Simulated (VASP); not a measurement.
Set up this calculation in VASP 6.6.1, as the native input.

* Task: density of states
* Functional: PBEsol
* Potentials or basis: VASP PAW PBE potentials, release 64 (Hf_pv, B)
* Cutoff: 520 eV
* k mesh: 13 × 13 × 11
* Occupations: fermi-dirac, width 0.05 eV
* Spin: no spin polarisation
* Dipole correction: no
* k mesh for the DOS: 20 × 20 × 17
* Occupations for the DOS: tetrahedron
* Further INCAR settings: ALGO = Normal; EDIFF = 1e-06; NBANDS = 15

HfB2:

```
Hf B
1.0
     3.14000    0.00000    0.00000
    -1.57000    2.71932    0.00000
     0.00000    0.00000    3.48000
Hf B
1 2
Direct
  0.00000 0.00000 0.00000
  0.33333 0.66667 0.50000
  0.66667 0.33333 0.50000
```

One way to write it, as run:

POSCAR

```
HfB2
1.0
    3.1400001005      0.0000000000      0.0000000000
   -1.5700000503      2.7193198549      0.0000000000
    0.0000000000      0.0000000000      3.4800000000
Hf B
1 2
Direct
    0.0000000000      0.0000000000      0.0000000000
    0.3333333333      0.6666666667      0.5000000000
    0.6666666667      0.3333333333      0.5000000000
```

INCAR.step1

```
ALGO = Normal
EDIFF = 1E-6
ENCUT = 520
GGA = PS
ISIF = 2
ISMEAR = -1
LASPH = True
LCHARG = True
LMAXMIX = 4
LREAL = False
LWAVE = False
NBANDS = 15
NELM = 100
PREC = Accurate
SIGMA = 0.05
```

KPOINTS.step1

```
k-points
0
Gamma
  13 13 11
```

INCAR.step2

```
ALGO = Normal
EDIFF = 1E-6
ENCUT = 520
GGA = PS
ICHARG = 11
ISIF = 2
ISMEAR = -5
LASPH = True
LCHARG = False
LMAXMIX = 4
LORBIT = 10
LREAL = False
LWAVE = False
NBANDS = 15
NEDOS = 2001
NELM = 100
PREC = Accurate
SIGMA = 0.05
```

KPOINTS.step2

```
k-points
0
Gamma
  20 20 17
```

Potentials or basis: VASP PAW PBE potentials, release 64 (Hf_pv, B).

The run is started by

```bash
$ cat potpaw_PBE.64/Hf_pv/POTCAR potpaw_PBE.64/B/POTCAR > POTCAR
$ cp INCAR.step1 INCAR
$ cp KPOINTS.step1 KPOINTS
$ mpirun -np 1 vasp_std > vasp.out
$ cp INCAR.step2 INCAR
$ cp KPOINTS.step2 KPOINTS
$ mpirun -np 1 vasp_std > vasp.out
```

It gave:

* Valence electrons inside the program's atomic spheres: Hf 8.74; B 1.93

Caveat: spin-orbit coupling is left out, which moves the levels of the heavy elements.

It took 99 s on 1 thread of Intel(R) Xeon(R) Platinum 8259CL CPU @ 2.50GHz (Skylake/Cascade Lake) (shared host), peak memory 0.29 GiB.
